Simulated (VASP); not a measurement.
Wanted: the native input for a VASP 6.6.1 run.

* Task: single point
* Functional: LDA
* Potentials or basis: VASP PAW LDA potentials, release 64 (Hf_pv, B)
* Cutoff: 520 eV
* k mesh: 15 × 15 × 15
* Occupations: fermi-dirac, width 0.05 eV
* Spin: no spin polarisation
* Dipole correction: no
* Further INCAR settings: ALGO = Normal; EDIFF = 1e-07; NBANDS = 14

The structure of HfB lies in POSCAR:

```
HfB
1.0
    0.0000000000      2.3022741898      2.3022741898
    2.3022741898      0.0000000000      2.3022741898
    2.3022741898      2.3022741898      0.0000000000
Hf B
1 1
Direct
    0.5000000000      0.5000000000      0.5000000000
    0.0000000000      0.0000000000      0.0000000000
```

One way to write it, as run:

INCAR

```
SYSTEM = HfB
ALGO = Normal
EDIFF = 1E-7
ENCUT = 520
GGA = CA
ISIF = 2
ISMEAR = -1
LASPH = .True.
LCHARG = .False.
LREAL = .False.
LWAVE = .False.
NBANDS = 14
NELM = 60
PREC = Accurate
SIGMA = 0.05
```

KPOINTS

```
k-points
0
Gamma
  15 15 15
  0 0 0
```

Potentials or basis: VASP PAW LDA potentials, release 64 (Hf_pv, B).

Run with:

```sh
$ cat potpaw_LDA.64/Hf_pv/POTCAR potpaw_LDA.64/B/POTCAR > POTCAR
$ mpirun -np 1 vasp_std > vasp.out
```

It gave:

| Quantity | Value |
| --- | --- |
| Pressure | 22.7 GPa |
| Band gap on the k mesh | zero (an odd number of electrons rules out a gap without spin polarisation) |

Caveat: the cell stands under pressure; spin-orbit coupling is left out, which moves the levels of the heavy elements.

Run time: 48 s on 1 thread of Intel Xeon 8259CL (shared host), peak memory 0.16 GiB.
